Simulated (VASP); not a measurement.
Runs of VASP 6.6.1 on NaF. The structure is that of space group Fm-3m (No. 225), or close to it. The cells are those of the table. 

```csv
level,cell,smearing,gap on the mesh (eV),pressure (GPa)
r2SCAN,"a = 3.212, b = 3.212, c = 3.249 Å, angles 59.6, 59.6, 60.8°, 2 atoms",gaussian 0.01 eV,(a),0.6
PBE,"a = 3.212, b = 3.212, c = 3.249 Å, angles 59.6, 59.6, 60.8°, 2 atoms",fermi-dirac 0.02 eV,6.57,5.1
PBE,"a = 3.304 Å, angles 58.9°, 2 atoms",fermi-dirac 0.02 eV,6.28,2.0
r2SCAN,"a = 3.304 Å, angles 58.9°, 2 atoms",gaussian 0.01 eV,7.15,-1.9
PBE,"a = 3.249, b = 3.227, c = 3.227 Å, angles 60.4, 59.8, 59.8°, 2 atoms",fermi-dirac 0.02 eV,(c),4.4
r2SCAN,"a = 3.249, b = 3.227, c = 3.227 Å, angles 60.4, 59.8, 59.8°, 2 atoms",gaussian 0.01 eV,(d),(b)
```

Alike in all rows: task single point; potentials or basis VASP PAW PBE potentials, release 64 (Na_pv, F); no spin polarisation; k mesh 10 × 10 × 10; cutoff (eV) 520.

Problem. Estimate the missing entries.

Solution. (a) 7.45; (b) -0.1; (c) 6.52; (d) 7.40.

Caveats: the PAW data sets were made with another functional, which shifts forces and pressure a little (some runs).

A k mesh can miss the band edges.
